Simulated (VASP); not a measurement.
# Ta (Pm-3m) in VASP: a series of runs, part 2 of 2

VASP 6.6.1. The steps go on from the part before.

## 4. Single point, r2SCAN

This run uses another cell than the first one, of 20.29 Å³/atom, 1.030 times its volume.

Input file POSCAR:

```
Ta
1.0
    2.7272588300      0.0000000000      0.0000000000
    0.0000000000      2.7272588300      0.0000000000
    0.0000000000      0.0000000000      2.7272588300
Ta
1
Direct
    0.0000000000      0.0000000000      0.0000000000
```

Input file INCAR.step1:

```
SYSTEM = Ta
PREC     = Accurate       ! precision mode
ENCUT    = 520            ! plane-wave cutoff, eV
ISMEAR   = -1             ! smearing method
SIGMA    = 0.1            ! smearing width, eV
LREAL    = .FALSE.        ! projectors in reciprocal space
LASPH    = .TRUE.         ! aspherical terms in the spheres
NELM     = 80             ! most SCF steps
NBANDS   = 12             ! bands
GGA      = PE             ! functional
ALGO     = Normal         ! electronic algorithm
EDIFF    = 1E-4           ! SCF threshold, eV
LWAVE    = .TRUE.         ! write WAVECAR
LCHARG   = .FALSE.        ! write CHGCAR
```

Input file INCAR.step2:

```
SYSTEM = Ta
PREC     = Accurate       ! precision mode
ENCUT    = 520            ! plane-wave cutoff, eV
EDIFF    = 1E-6           ! SCF threshold, eV
ISMEAR   = -1             ! smearing method
SIGMA    = 0.1            ! smearing width, eV
LREAL    = .FALSE.        ! projectors in reciprocal space
LASPH    = .TRUE.         ! aspherical terms in the spheres
NELM     = 80             ! most SCF steps
ALGO     = Normal         ! electronic algorithm
ISIF     = 2              ! what is computed and relaxed
LWAVE    = .FALSE.        ! write WAVECAR
LCHARG   = .FALSE.        ! write CHGCAR
METAGGA  = R2SCAN         ! meta-GGA
LMIXTAU  = .TRUE.       
NBANDS   = 12             ! bands
ISTART   = 1
```

Input file KPOINTS:

```
regular mesh
0
G
  8 8 8
  0 0 0
```

Potentials or basis: VASP PAW PBE potentials, release 64 (Ta_pv).

Run with:

```bash
$ cat potpaw_PBE.64/Ta_pv/POTCAR > POTCAR
$ cp INCAR.step1 INCAR
$ mpirun -np 1 vasp_std > vasp.out
$ cp INCAR.step2 INCAR
$ mpirun -np 1 vasp_std > vasp.out
```

OUTCAR:

```text
SYSTEM = Ta
   PREC = Accurate
   ENCUT = 520
   EDIFF = 1E-6
   ISMEAR = -1
   LREAL = .FALSE.
   LASPH = .TRUE.
   NELM = 80
   ISIF = 2
   METAGGA = R2SCAN
   ISTART = 1

 ion  position               nearest neighbor table
   1  0.000  0.000  0.000-

  LATTYP: Found a simple cubic cell.
 ALAT       =     2.7272588300

  Lattice vectors:

 A1 = (   2.7272588300,   0.0000000000,   0.0000000000)
 A2 = (   0.0000000000,   2.7272588300,   0.0000000000)
 A3 = (   0.0000000000,   0.0000000000,   2.7272588300)

Analysis of symmetry for initial positions (statically):
=====================================================================
 Subroutine PRICEL returns:
 Original cell was already a primitive cell.

 Routine SETGRP: Setting up the symmetry group for a
 simple cubic supercell.

 Subroutine GETGRP returns: Found 48 space group operations
 (whereof 48 operations were pure point group operations)
 out of a pool of 48 trial point group operations.

The static configuration has the point symmetry O_h .

Analysis of symmetry for dynamics (positions and initial velocities):
=====================================================================
 Subroutine PRICEL returns:
 Original cell was already a primitive cell.

 Routine SETGRP: Setting up the symmetry group for a
 simple cubic supercell.

 Subroutine GETGRP returns: Found 48 space group operations
 (whereof 48 operations were pure point group operations)
 out of a pool of 48 trial point group operations.

The dynamic configuration has the point symmetry O_h .

 Subroutine INISYM returns: Found 48 space group operations
 (whereof 48 operations are pure point group operations),
 and found     1 'primitive' translations

----------------------------------------------------------------------------------------

                                     Primitive cell

  volume of cell :      20.2852

[... 105 lines left out ...]
     AMIX     =   0.40;   BMIX     =  1.00
     AMIX_MAG =   1.60;   BMIX_MAG =  1.00
  volume/ion in A,a.u.               =      20.29       136.89
  Fermi-wavevector in a.u.,A,eV,Ry     =   1.334994  2.522773 24.248431  1.782209
  Thomas-Fermi vector in A             =   2.463733
   LORBIT       =      0    0 simple, 1 ext, 2 COOP (PROOUT), +10 PAW based schemes
   METAGGA = R2SCAN    functional components
   LHFCALC =     F    Hartree Fock is set to
   AEXX    =    0.0000 exact exchange contribution
   IVDW    =     0    specifies the selected vdW correction
   LEPSILON=     F    determine dielectric tensor
   LRPA    =     F    only Hartree local field effects (RPA)
 non-spin polarized calculation
  energy-cutoff  :      520.00
  volume of cell :       20.29
 maximum number of plane-waves:       556
   NGX = 11   NGY = 11   NGZ = 11

 number of electron      11.0000007 magnetization

 Free energy of the ion-electron system (eV)
  ---------------------------------------------------
  ext. energy  EPLUGINS =         0.00000000
  ---------------------------------------------------
  free energy    TOTEN  =       -47.42454447 eV

  energy without entropy =      -47.39687304  energy(sigma->0) =      -47.41070876

 E-fermi :   4.5153     XC(G=0): -12.9628

 val. band max:        4.5017694824   @ k =   0.3750   0.2500   0.2500
 cond. band min:       4.6812222810   @ k =   0.2500   0.2500   0.0000
 fundamental gap:      0.1794527986
 Fermi energy:         4.5152623384

 k-point     1 :       0.0000    0.0000    0.0000
  band No.  band energies     occupation
      1     -30.0900      2.00000
      2     -30.0900      2.00000
      3     -30.0900      2.00000
      4      -3.2542      2.00000
      5       1.5851      2.00000
      6       1.5851      2.00000
      7      11.0695      0.00000
      8      11.0695      0.00000
      9      11.0695      0.00000
     10      16.4751      0.00000
     11      20.0564      0.00000
     12      20.0564      0.00000
[... 331 lines left out ...]
 k-point    24 :       0.5000    0.3750    0.1250
  band No.  band energies     occupation
      1     -31.2210      2.00000
      2     -31.0247      2.00000
      3     -30.0652      2.00000
      4       0.8926      2.00000
      5       3.5709      1.99984
      6       5.9191      0.00000
      7       6.3803      0.00000
      8       9.4771      0.00000
      9      11.4991      0.00000
     10      14.6829      0.00000
     11      16.4748      0.00000
     12      19.2314      0.00000

 [... further k-points ...]
[... 5 lines left out ...]
  --------------------------------------------------------------------------------------
  -------------------------------------------------------------------------------------
  Total       -0.1953136     -0.1953136     -0.1953136      0.0000000      0.0000000      0.0000000
  in kB      -15.4263761    -15.4263761    -15.4263761      0.0000000      0.0000000      0.0000000
  external PRESSURE =     -15.4263761 kB  Pullay stress =       0.0000000 kB

 VOLUME and BASIS-vectors are now :
 -----------------------------------------------------------------------------
  energy-cutoff  :      520.00
  volume of cell :       20.29
      direct lattice vectors                 reciprocal lattice vectors
     2.727258830  0.000000000  0.000000000     0.366668535  0.000000000  0.000000000
     0.000000000  2.727258830  0.000000000     0.000000000  0.366668535  0.000000000
     0.000000000  0.000000000  2.727258830     0.000000000  0.000000000  0.366668535

 POSITION                                       TOTAL-FORCE (eV/Angst)
 -----------------------------------------------------------------------------------
      0.00000      0.00000      0.00000         0.000000      0.000000      0.000000
 -----------------------------------------------------------------------------------
    total drift:                                0.000000      0.000000      0.000000

  FREE ENERGIE OF THE ION-ELECTRON SYSTEM (eV)
  ---------------------------------------------------
  free  energy   TOTEN  =       -47.4245444723 eV

  energy  without entropy=      -47.3968730446  energy(sigma->0) =      -47.41070876
```

OUTCAR.step1:

```text
SYSTEM = Ta
   PREC = Accurate
   ENCUT = 520
   ISMEAR = -1
   LREAL = .FALSE.
   LASPH = .TRUE.
[... 576 lines left out ...]
 -----------------------------------------------------------------------------------
      0.00000      0.00000      0.00000         0.000000      0.000000      0.000000
 -----------------------------------------------------------------------------------
    total drift:                               -0.000000      0.000000      0.000000

  FREE ENERGIE OF THE ION-ELECTRON SYSTEM (eV)
  ---------------------------------------------------
  free  energy   TOTEN  =       -10.7429810444 eV

  energy  without entropy=      -10.7199658524  energy(sigma->0) =      -10.73147345
```

Run time: 11 s. Hardware: 1 thread of Intel Xeon 6975P-C (Granite Rapids), shared host; peak memory 0.13 GiB.

Results:

```
Free energy : -47.4245 eV
Pressure    : -1.5 GPa
```

Caveat: the PAW data sets were made with another functional, which shifts forces and pressure a little; spin-orbit coupling is left out, which moves the levels of the heavy elements.

## 5. Relaxation of cell and atoms, r2SCAN

This run uses another cell than the first one, of 19.90 Å³/atom, 1.011 times its volume.

Input file POSCAR:

```
Ta
1.0
    2.7100000000      0.0000000000      0.0000000000
    0.0000000000      2.7100000000      0.0000000000
    0.0000000000      0.0000000000      2.7100000000
Ta
1
Direct
    0.0000000000      0.0000000000      0.0000000000
```

Input file INCAR.step1:

```
ALGO     = Normal         # electronic algorithm
EDIFF    = 1E-4           # SCF threshold, eV
ENCUT    = 600            # plane-wave cutoff, eV
GGA      = PE             # functional
ISMEAR   = -1             # smearing method
LASPH    = True           # aspherical terms in the spheres
LCHARG   = False          # write CHGCAR
LREAL    = False          # projectors in reciprocal space
LWAVE    = True           # write WAVECAR
NELM     = 60             # most SCF steps
PREC     = Accurate       # precision mode
SIGMA    = 0.1            # smearing width, eV
```

Input file INCAR.step2:

```
ALGO     = Normal         # electronic algorithm
EDIFF    = 1E-6           # SCF threshold, eV
EDIFFG   = -0.03          # ionic threshold
ENCUT    = 600            # plane-wave cutoff, eV
IBRION   = 2              # ionic algorithm
ISIF     = 3              # what is computed and relaxed
ISMEAR   = -1             # smearing method
ISTART   = 1            
LASPH    = True           # aspherical terms in the spheres
LCHARG   = False          # write CHGCAR
LMIXTAU  = True         
LREAL    = False          # projectors in reciprocal space
LWAVE    = False          # write WAVECAR
METAGGA  = R2SCAN         # meta-GGA
NELM     = 60             # most SCF steps
NSW      = 80             # ionic steps
PREC     = Accurate       # precision mode
SIGMA    = 0.1            # smearing width, eV
```

Input file KPOINTS:

```
k-points
0
Gamma
  8 8 8
```

Run with:

```bash
$ cat potpaw_PBE.64/Ta_pv/POTCAR > POTCAR
$ cp INCAR.step1 INCAR
$ mpirun -np 1 vasp_std > vasp.out
$ cp INCAR.step2 INCAR
$ mpirun -np 1 vasp_std > vasp.out
```

It used 28 s of CPU time on 1 thread of Intel(R) Xeon(R) Platinum 8559C (Emerald Rapids), on a shared host.

The run converged. Its results:

```
Free energy                            : -47.4257 eV
Relaxed volume                         : 20.07 Å³/atom
Relaxed cell                           : a = 2.718 Å, b = 2.718 Å, c = 2.718 Å, α = 90.00°, β = 90.00°, γ = 90.00°
Space group after relaxing (to 0.05 Å) : Pm-3m (No. 221)
Energy gained by relaxing              : 0.6 meV/atom
Ionic steps                            : 3
Pressure after relaxing                : 0.0 GPa
```

The path:
```tsv
step	energy change (eV)	largest force (eV/Å)	pressure (GPa)	volume (Å³)
1	0.0000	0.0000	1.26	19.90
2	0.0012	0.0000	-2.10	20.36
3	-0.0006	0.0000	0.03	20.07
```

Final structure:
```
CELL_PARAMETERS angstrom
2.71760 0.00000 0.00000
0.00000 2.71760 0.00000
0.00000 0.00000 2.71760
ATOMIC_POSITIONS crystal
Ta 0.00000 0.00000 0.00000
```

Levels at points of the mesh, in eV from the Fermi level:
```
           k point  band 3  band 4  band 5  band 6  band 7  band 8  band 9
(0.00, 0.00, 0.00)  -34.57   -7.81   -2.97   -2.97    6.63    6.63    6.63
(0.50, 0.00, 0.00)  -34.45   -4.02   -1.93   -0.21    2.67    2.67    7.05
(0.50, 0.50, 0.00)  -34.33   -4.31   -1.56    3.50    3.50    5.40    5.40
(0.50, 0.50, 0.50)  -35.56   -2.47   -2.47   -2.47    7.93    9.38    9.38
```

Caveat: the PAW data sets were made with another functional, which shifts forces and pressure a little; spin-orbit coupling is left out, which moves the levels of the heavy elements.

## 6. The runs side by side

```csv
task,cell,cutoff (eV),gap on the mesh (eV),pressure (GPa)
single point,"a = 2.700 Å, 1 atom",520,none,3.0
single point,"a = 2.714 Å, 1 atom",520,none,0.6
single point,"a = 2.727 Å, 1 atom",520,none,-1.5
relaxation of cell and atoms,"relaxed from a = 2.710 Å, 1 atom",600,none,0.0
```

Alike in all rows: level r2SCAN; potentials or basis VASP PAW PBE potentials, release 64 (Ta_pv); no spin polarisation; k mesh 8 × 8 × 8; smearing fermi-dirac 0.1 eV.

Caveats: the PAW data sets were made with another functional, which shifts forces and pressure a little; spin-orbit coupling is left out, which moves the levels of the heavy elements.

Absolute energies hang on the potentials; compare differences alone.
